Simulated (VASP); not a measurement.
Input of a VASP 6.6.1 run:

INCAR

```
SYSTEM = VN
  PREC = Accurate
  ENCUT = 600
  EDIFF = 1E-6
  ISMEAR = 1
  SIGMA = 0.038
  LREAL = .False.
  LASPH = .True.
  NELM = 200
  ALGO = Normal
  ISIF = 2
  LWAVE = .False.
  LCHARG = .False.
  ISPIN = 2
  MAGMOM = 0.3 0
  LORBIT = 11
  LMAXMIX = 4
  GGA = PE
  IVDW = 12
  NBANDS = 20
  GGA_COMPAT = .False.
```

The input KPOINTS:

```
regular mesh
0
Gamma
  6 6 6
  0 0 0
```

Contents of POSCAR:

```
VN
1.0
    0.0000000000      2.0624650000      2.0624650000
    2.0624650000      0.0000000000      2.0624650000
    2.0624650000      2.0624650000      0.0000000000
V N
1 1
Direct
    0.0000000000      0.0000000000      0.0000000000
    0.5000000000      0.5000000000      0.5000000000
```

Potentials or basis: VASP PAW PBE potentials, release 64 (V_sv, N).

Launch:

```bash
$ cat potpaw_PBE.64/V_sv/POTCAR potpaw_PBE.64/N/POTCAR > POTCAR
$ mpirun -np 1 vasp_std > vasp.out
```

Question: Estimate the site moments.

Answer: V +0.31; N -0.01 μB.

Question: What does it give for the dispersion energy per atom?

Answer: -0.458 eV.

Question: What does it give for the net moment?

Answer: 0.31 μB per cell.

Caveat: the k points lie up to 0.44 Å⁻¹ apart.
